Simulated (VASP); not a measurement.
Crystal: Cd4Te.

```
Cd Te
1.0
     4.95810    0.00000    0.00000
     0.00000    4.95810    0.00000
     0.00000    0.00000    4.95810
Cd Te
4 1
Direct
  0.50000 0.50000 0.50000
  0.00000 0.50000 0.50000
  0.50000 0.00000 0.50000
  0.50000 0.50000 0.00000
  0.00000 0.00000 0.00000
```

```yaml
Program: VASP 6.6.1
Task: relaxation of cell and atoms
Functional: PBE
Potentials_or_basis: VASP PAW PBE potentials, release 64 (Cd, Te)
Cutoff: 600 eV
k_mesh: 4 × 4 × 4
Occupations: gaussian, width 0.1 eV
Spin: no spin polarisation
```

At the start: pressure 16.3 GPa; volume 24.38 Å³/atom.

Problem. How do energy, volume and symmetry change on relaxing?

Solution. Over 4 steps the energy falls by 306.9 meV/atom and the volume is 32.92 Å³/atom (+35.0 %); space group Pm-3m (No. 221, to 0.05 Å).

Step by step:
| step | energy change (eV) | largest force (eV/Å) | pressure (GPa) | volume (Å³) |
| --- | --- | --- | --- | --- |
| 1 | 0.0000 | 0.0000 | 16.27 | 121.88 |
| 2 | -1.5178 | 0.0000 | -0.82 | 170.97 |
| 3 | -1.5329 | 0.0000 | 0.28 | 162.54 |
| 4 | -1.5347 | 0.0000 | -0.01 | 164.59 |

Final structure:
```
CELL_PARAMETERS angstrom
5.48030 0.00000 0.00000
0.00000 5.48030 0.00000
0.00000 0.00000 5.48030
ATOMIC_POSITIONS crystal
Cd 0.50000 0.50000 0.50000
Cd 0.00000 0.50000 0.50000
Cd 0.50000 0.00000 0.50000
Cd 0.50000 0.50000 0.00000
Te 0.00000 0.00000 0.00000
```

Caveat: the volume moved by over 15 % at a fixed basis, so the end points are rough.
